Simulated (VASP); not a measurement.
**NaLa3: single point with PBE**

Crystal: NaLa3.

```
Na La
1.0
     5.25630    0.00000    0.00000
     0.00000    5.25630    0.00000
     0.00000    0.00000    5.25630
Na La
1 3
Direct
  0.00000 0.00000 0.00000
  0.50000 0.00000 0.50000
  0.00000 0.50000 0.50000
  0.50000 0.50000 0.00000
```

```yaml
Program: VASP 6.6.1
Task: single point
Functional: PBE
Potentials_or_basis: VASP PAW PBE potentials, release 64 (Na_pv, La)
Cutoff: 500 eV
k_mesh: 5 × 5 × 5
Occupations: methfessel-paxton, width 0.1 eV
Spin: no spin polarisation
Dipole_correction: no
Further_INCAR_settings: ALGO = Normal; EDIFF = 1e-06; NBANDS = 28
```

The pressure is 0.2 GPa and the band gap on the k mesh is zero (bands 20 and 21 overlap by 1.37 eV).

Levels at points of the mesh, in eV from the Fermi level:
| k point | band 18 | band 19 | band 20 | band 21 | band 22 | band 23 |
| --- | --- | --- | --- | --- | --- | --- |
| (0.00, 0.00, 0.00) | -0.88 | -0.88 | -0.72 | -0.72 | -0.72 | 1.32 |

Run time: 63 s on 1 thread of Intel(R) Xeon(R) Platinum 8259CL CPU @ 2.50GHz (Skylake/Cascade Lake), on a shared host, peak memory 0.25 GiB.

Caveat: spin-orbit coupling is left out, which moves the levels of the heavy elements.
